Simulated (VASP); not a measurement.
# Al16C (a cell with a defect) in VASP: relaxation of the atoms with PBE

Aim: the relaxation of the atoms of Al16C (a cell with a defect) with PBE.

Everything below comes from runs of VASP 6.6.1. Logs are shortened: lines on timing, memory, paths and dates and some standing lists are left out, and cuts for length are marked.

## 1. The cell of the first run

The cell holds a defect, 17 atoms: a = 6.996 Å, b = 6.996 Å, c = 6.996 Å, α = 109.47°, β = 109.47°, γ = 109.47°.

## 2. Relaxation of the atoms, PBE

INCAR

```
PREC = Accurate ; ENCUT = 520
EDIFF = 1E-6 ; ISMEAR = 1
SIGMA = 0.1 ; LREAL = Auto
LASPH = T ; NELM = 60
ALGO = Normal ; ISIF = 2
LWAVE = F ; LCHARG = F
GGA = PE ; IBRION = 2
NSW = 90 ; EDIFFG = -0.02
```

KPOINTS

```
Automatic mesh
0
Gamma
  3 3 3
```

POSCAR

```
Al16C
1.0
   -4.0389296000      4.0389296000      4.0389296000
    4.0389296000     -4.0389296000      4.0389296000
    4.0389296000      4.0389296000     -4.0389296000
Al C
16 1
Direct
    0.0000000000      0.0000000000      0.0000000000
    0.0000000000      0.2500000000      0.7500000000
    0.0000000000      0.5000000000      0.5000000000
    0.0000000000      0.7500000000      0.2500000000
    0.2500000000      0.0000000000      0.7500000000
    0.2500000000      0.2500000000      0.5000000000
    0.2500000000      0.5000000000      0.2500000000
    0.2500000000      0.7500000000      0.0000000000
    0.5000000000      0.0000000000      0.5000000000
    0.5000000000      0.2500000000      0.2500000000
    0.5000000000      0.5000000000      0.0000000000
    0.5000000000      0.7500000000      0.7500000000
    0.7500000000      0.0000000000      0.2500000000
    0.7500000000      0.2500000000      0.0000000000
    0.7500000000      0.5000000000      0.7500000000
    0.7500000000      0.7500000000      0.5000000000
    0.5000000000      0.5000000000      0.5000000000
```

Potentials or basis: VASP PAW PBE potentials, release 64 (Al, C).

Started as:

```bash
> cat potpaw_PBE.64/Al/POTCAR potpaw_PBE.64/C/POTCAR > POTCAR
> mpirun -np 1 vasp_std > vasp.out
```

OUTCAR:

```text
PREC = Accurate
   ENCUT = 520
   EDIFF = 1E-6
   ISMEAR = 1
   LREAL = Auto
   LASPH = T
   NELM = 60
   ISIF = 2
   GGA = PE
   IBRION = 2
   NSW = 90
   EDIFFG = -0.02

 ion  position               nearest neighbor table
   1  0.000  0.000  0.000-   2 2.86   4 2.86   5 2.86   6 2.86   8 2.86  13 2.86  14 2.86  16 2.86
                            10 2.86   7 2.86  15 2.86  12 2.86
   2  0.000  0.250  0.750-   1 2.86   3 2.86   5 2.86   6 2.86   7 2.86  14 2.86  15 2.86  13 2.86
                            11 2.86   8 2.86  16 2.86   9 2.86
   3  0.000  0.500  0.500-   2 2.86   4 2.86   6 2.86   7 2.86   8 2.86  15 2.86  16 2.86  14 2.86
                            12 2.86   5 2.86  13 2.86  10 2.86
   4  0.000  0.750  0.250-   1 2.86   3 2.86   5 2.86   7 2.86   8 2.86  13 2.86  16 2.86  15 2.86
                             9 2.86   6 2.86  14 2.86  11 2.86
   5  0.250  0.000  0.750-   1 2.86   2 2.86   6 2.86   8 2.86   9 2.86  10 2.86  12 2.86   4 2.86
                            14 2.86  11 2.86   3 2.86  16 2.86
   6  0.250  0.250  0.500-  17 2.02   3 2.86   5 2.86   7 2.86   9 2.86  10 2.86  11 2.86   2 2.86
                             1 2.86  12 2.86  15 2.86   4 2.86  13 2.86
   7  0.250  0.500  0.250-  17 2.02   4 2.86   6 2.86   8 2.86  10 2.86  11 2.86  12 2.86   3 2.86
                             2 2.86   9 2.86  16 2.86   1 2.86  14 2.86
   8  0.250  0.750  0.000-   1 2.86   4 2.86   5 2.86   7 2.86   9 2.86  11 2.86  12 2.86   3 2.86
                            13 2.86  10 2.86   2 2.86  15 2.86
   9  0.500  0.000  0.500-   5 2.86   6 2.86  10 2.86  12 2.86  13 2.86  14 2.86  16 2.86   8 2.86
                             2 2.86  15 2.86   7 2.86   4 2.86
  10  0.500  0.250  0.250-  17 2.02   7 2.86   9 2.86  11 2.86  13 2.86  14 2.86  15 2.86   6 2.86
                             5 2.86   3 2.86  16 2.86   8 2.86   1 2.86
  11  0.500  0.500  0.000-   7 2.86   8 2.86  10 2.86  12 2.86  14 2.86  15 2.86  16 2.86   6 2.86
                             4 2.86  13 2.86   5 2.86   2 2.86
  12  0.500  0.750  0.750-  17 2.02   8 2.86   9 2.86  11 2.86  13 2.86  15 2.86  16 2.86   5 2.86
                             7 2.86   1 2.86  14 2.86   6 2.86   3 2.86
  13  0.750  0.000  0.250-   1 2.86   2 2.86   4 2.86   9 2.86  10 2.86  14 2.86  16 2.86  12 2.86
                             6 2.86   3 2.86  11 2.86   8 2.86
  14  0.750  0.250  0.000-   1 2.86   2 2.86   3 2.86  10 2.86  11 2.86  13 2.86  15 2.86   9 2.86
                             7 2.86   4 2.86  12 2.86   5 2.86
  15  0.750  0.500  0.750-  17 2.02   3 2.86   4 2.86  11 2.86  12 2.86  14 2.86  16 2.86   2 2.86
                            10 2.86   1 2.86   8 2.86   9 2.86   6 2.86
  16  0.750  0.750  0.500-  17 2.02   3 2.86   4 2.86   9 2.86  12 2.86  13 2.86  15 2.86   1 2.86
                            11 2.86   2 2.86   5 2.86  10 2.86   7 2.86
  17  0.500  0.500  0.500-   6 2.02   7 2.02  10 2.02  12 2.02  15 2.02  16 2.02

  LATTYP: Found a body centered cubic cell.
 ALAT       =     8.0778592000

  Lattice vectors:

 A1 = (  -4.0389296000,   4.0389296000,   4.0389296000)
 A2 = (   4.0389296000,  -4.0389296000,   4.0389296000)
 A3 = (   4.0389296000,   4.0389296000,  -4.0389296000)

Analysis of symmetry for initial positions (statically):
=====================================================================
 Subroutine PRICEL returns:
 Original cell was already a primitive cell.

 Routine SETGRP: Setting up the symmetry group for a
 body centered cubic supercell.

 Subroutine GETGRP returns: Found 48 space group operations
 (whereof 12 operations were pure point group operations)
 out of a pool of 48 trial point group operations.

The static configuration has the point symmetry D_3d.
 The point group associated with its full space group is O_h .

Analysis of symmetry for dynamics (positions and initial velocities):
=====================================================================
 Subroutine PRICEL returns:
 Original cell was already a primitive cell.

 Routine SETGRP: Setting up the symmetry group for a
 body centered cubic supercell.

 Subroutine GETGRP returns: Found 48 space group operations
 (whereof 12 operations were pure point group operations)
 out of a pool of 48 trial point group operations.

The dynamic configuration has the point symmetry D_3d.
 The point group associated with its full space group is O_h .

 Subroutine INISYM returns: Found 48 space group operations
 (whereof 12 operations are pure point group operations),
 and found     1 'primitive' translations

----------------------------------------------------------------------------------------

                                     Primitive cell

  volume of cell :     263.5475

  direct lattice vectors                    reciprocal lattice vectors
    -4.038929600  4.038929600  4.038929600     0.000000000  0.123795176  0.123795176
     4.038929600 -4.038929600  4.038929600     0.123795176  0.000000000  0.123795176
     4.038929600  4.038929600 -4.038929600     0.123795176  0.123795176  0.000000000

  length of vectors
     6.995631275  6.995631275  6.995631275     0.175072817  0.175072817  0.175072817

  position of ions in fractional coordinates (direct lattice)
     0.000000000  0.000000000  0.000000000
     0.000000000  0.250000000  0.750000000
     0.000000000  0.500000000  0.500000000
     0.000000000  0.750000000  0.250000000
     0.250000000  0.000000000  0.750000000
     0.250000000  0.250000000  0.500000000
[... 9 lines left out ...]
     0.750000000  0.750000000  0.500000000
     0.500000000  0.500000000  0.500000000

  ion indices of the primitive-cell ions
   primitive index   ion index
                 1           1
                 2           2
                 3           3
                 4           4
                 5           5
                 6           6
[... 9 lines left out ...]
                16          16
                17          17

----------------------------------------------------------------------------------------

 KPOINTS: Automatic mesh

Automatic generation of k-mesh.
 Grid dimensions read from file:
 generate k-points for:    3    3    3

 Generating k-lattice:

  Cartesian coordinates                     Fractional coordinates (reciprocal lattice)
     0.000000000  0.041265059  0.041265059     0.333333333  0.000000000  0.000000000
     0.041265059  0.000000000  0.041265059     0.000000000  0.333333333  0.000000000
     0.041265059  0.041265059  0.000000000     0.000000000  0.000000000  0.333333333

  Length of vectors
     0.058357606  0.058357606  0.058357606

  Shift w.r.t. Gamma in fractional coordinates (k-lattice)
     0.000000000  0.000000000  0.000000000

 Subroutine IBZKPT returns following result:
 ===========================================

 Found      4 irreducible k-points:

 Following reciprocal coordinates:
            Coordinates               Weight
  0.000000  0.000000  0.000000      1.000000
  0.333333  0.000000  0.000000     12.000000
  0.333333  0.333333  0.000000      8.000000
 -0.333333  0.333333  0.333333      6.000000
   k-points           NKPTS =      4   k-points in BZ     NKDIM =      4   number of bands    NBANDS=     35
   number of dos      NEDOS =    301   number of ions     NIONS =     17
   total plane-waves  NPLWV = 157464
   dimension x,y,z NGX =    54 NGY =   54 NGZ =   54
   dimension x,y,z NGXF=   108 NGYF=  108 NGZF=  108
   ions per type =              16   1
   NGX,Y,Z   is equivalent  to a cutoff of  12.83, 12.83, 12.83 a.u.
   NGXF,Y,Z  is equivalent  to a cutoff of  25.67, 25.67, 25.67 a.u.
 SYSTEM =  unknown system
   PREC   = accura    normal or accurate (medium, high low for compatibility)
   ISTART =      0    job   : 0-new  1-cont  2-samecut
   ICHARG =      2    charge: 1-file 2-atom 10-const
   ISPIN  =      1    spin polarized calculation?
   LNONCOLLINEAR =      F non collinear calculations
   LSORBIT =      F    spin-orbit coupling
   LASPH  =      T    aspherical Exc in radial PAW
   ENCUT  =  520.0 eV  38.22 Ry    6.18 a.u.  13.01 13.01 13.01*2*pi/ulx,y,z
   NELM   =     60;   NELMIN=  2; NELMDL= -5     # of ELM steps
   EDIFF  = 0.1E-05   stopping-criterion for ELM
   LREAL  =      T    real-space projection
   EDIFFG = -.2E-01   stopping-criterion for IOM
   NSW    =     90    number of steps for IOM
   IBRION =      2    ionic relax: 0-MD 1-quasi-New 2-CG
   NFREE  =      1    steps in history (QN), initial steepest desc. (CG)
   ISIF   =      2    stress and relaxation
   ISYM   =      2    0-nonsym 1-usesym 2-fastsym
   POTIM  = 0.5000    time-step for ionic-motion
   TEBEG  =    0.0;   TEEND  =   0.0 temperature during run
   PSTRESS=    0.0 pullay stress
   NELECT =      52.0000    total number of electrons
   NUPDOWN=      -1.0000    fix difference up-down
   EMIN   =  10.00;   EMAX   =-10.00  energy-range for DOS
   EFERMI =   0.00;   METHOD = LEGACY
   ISMEAR =     1;   SIGMA  =   0.10  broadening in eV -4-tet -1-fermi 0-gaus
   EFERMI_NEDOS =   21; number of points for ismear=-14 and -15
   IALGO  =     38    algorithm
   IMIX   =      4    mixing-type and parameters
     AMIX     =   0.40;   BMIX     =  1.00
     AMIX_MAG =   1.60;   BMIX_MAG =  1.00
  volume/ion in A,a.u.               =      15.50       104.62
  Fermi-wavevector in a.u.,A,eV,Ry     =   0.953066  1.801034 12.358646  0.908335
  Thomas-Fermi vector in A             =   2.081687
   LORBIT       =      0    0 simple, 1 ext, 2 COOP (PROOUT), +10 PAW based schemes
   GGA     = PE    functional components
   LHFCALC =     F    Hartree Fock is set to
   AEXX    =    0.0000 exact exchange contribution
   IVDW    =     0    specifies the selected vdW correction
   LEPSILON=     F    determine dielectric tensor
   LRPA    =     F    only Hartree local field effects (RPA)
 conjugate gradient relaxation of ions
 non-spin polarized calculation
 Methfessel and Paxton  Order N= 1 SIGMA  =   0.10
  energy-cutoff  :      520.00
  volume of cell :      263.55
 maximum number of plane-waves:      7135
 NGX is ok and might be reduce to    54
   NGX = 25   NGY = 25   NGZ = 25

--------------------------------------- Ionic step        1  -------------------------------------------

 number of electron      52.0000002 magnetization

 Free energy of the ion-electron system (eV)
  ---------------------------------------------------
  ext. energy  EPLUGINS =         0.00000000
  ---------------------------------------------------
  free energy    TOTEN  =       -67.95881922 eV

  energy without entropy =      -67.95573845  energy(sigma->0) =      -67.95779230

------------------------ aborting loop because EDIFF is reached ----------------------------------------

  FORCE on cell =-STRESS in cart. coord.  units (eV):
  Direction    XX          YY          ZZ          XY          YZ          ZX
  --------------------------------------------------------------------------------------
  -------------------------------------------------------------------------------------
  Total        3.9300439      3.9300439      3.9300439     -0.0000000      0.0000000     -0.0000000
  in kB       23.8918151     23.8918151     23.8918151     -0.0000000      0.0000000     -0.0000000
  external PRESSURE =      23.8918151 kB  Pullay stress =       0.0000000 kB
[... 87 lines left out ...]
  energy  without entropy=      -68.0613345139  energy(sigma->0) =      -68.06249528

--------------------------------------- Ionic step        3  -------------------------------------------

 number of electron      52.0000001 magnetization

 Free energy of the ion-electron system (eV)
  ---------------------------------------------------
  ext. energy  EPLUGINS =         0.00000000
  ---------------------------------------------------
  free energy    TOTEN  =       -68.07207386 eV

  energy without entropy =      -68.06484806  energy(sigma->0) =      -68.06966526

 E-fermi :   8.4763     XC(G=0): -10.3408

 val. band max:        8.4377544810   @ k =   0.3333   0.0000   0.0000
 cond. band min:       8.5485303936   @ k =  -0.3333   0.3333   0.3333
 fundamental gap:      0.1107759127
 Fermi energy:         8.4762694129

 k-point     1 :       0.0000    0.0000    0.0000
  band No.  band energies     occupation
      1      -4.8494      2.00000
      2      -2.0104      2.00000
      3       0.6989      2.00000
      4       0.6989      2.00000
      5       0.6989      2.00000
      6       1.4218      2.00000
[... 185 lines left out ...]
  FREE ENERGIE OF THE ION-ELECTRON SYSTEM (eV)
  ---------------------------------------------------
  free  energy   TOTEN  =       -68.0720738559 eV

  energy  without entropy=      -68.0648480645  energy(sigma->0) =      -68.06966526

 reached required accuracy - stopping structural energy minimisation
```

It took 1.8 min on 1 thread of Intel Xeon Platinum 8488C (Sapphire Rapids), shared host; peak memory 0.4 GiB.

What came out:

| Item | Value |
| --- | --- |
| Free energy | -68.0721 eV |
| Energy gained by relaxing | 6.7 meV/atom |
| Ionic steps | 3 |
| Pressure after relaxing | 1.7 GPa |
| Largest force after relaxing | 0.005 eV/Å |
| Band gap on the k mesh | zero (band 26 reaches 9.38 eV, above the bottom of band 27 at 7.72 eV) |

Forces in eV/Å, atoms in the order of the input:
```
Al   0.000  0.000  0.000
Al   0.000  0.000  0.000
Al   0.000  0.000  0.000
Al   0.000  0.000  0.000
Al   0.000  0.000  0.000
Al   0.000  0.000  0.005
Al   0.000  0.005  0.000
Al   0.000  0.000  0.000
Al   0.000  0.000  0.000
Al   0.005  0.000  0.000
Al   0.000  0.000  0.000
Al  -0.005  0.000  0.000
Al   0.000  0.000  0.000
Al   0.000  0.000  0.000
Al   0.000 -0.005  0.000
Al   0.000  0.000 -0.005
C    0.000  0.000  0.000
```

The path:
```
step  energy change (eV)  largest force (eV/Å)  pressure (GPa)
   1              0.0000                0.7621            2.39
   2             -0.1043                0.2015            1.88
   3             -0.1133                0.0045            1.72
```

Final structure:
```
Al C
1.0
    -4.03893    4.03893    4.03893
     4.03893   -4.03893    4.03893
     4.03893    4.03893   -4.03893
Al C
16 1
Direct
  0.00000 0.00000 0.00000
  0.00000 0.25000 0.75000
  0.00000 0.50000 0.50000
  0.00000 0.75000 0.25000
  0.25000 0.00000 0.75000
  0.24355 0.24355 0.50000
  0.24355 0.50000 0.24355
  0.25000 0.75000 0.00000
  0.50000 0.00000 0.50000
  0.50000 0.24355 0.24355
  0.50000 0.50000 0.00000
  0.50000 0.75645 0.75645
  0.75000 0.00000 0.25000
  0.75000 0.25000 0.00000
  0.75645 0.50000 0.75645
  0.75645 0.75645 0.50000
  0.50000 0.50000 0.50000
```

Caveat: the k points lie up to 0.37 Å⁻¹ apart.
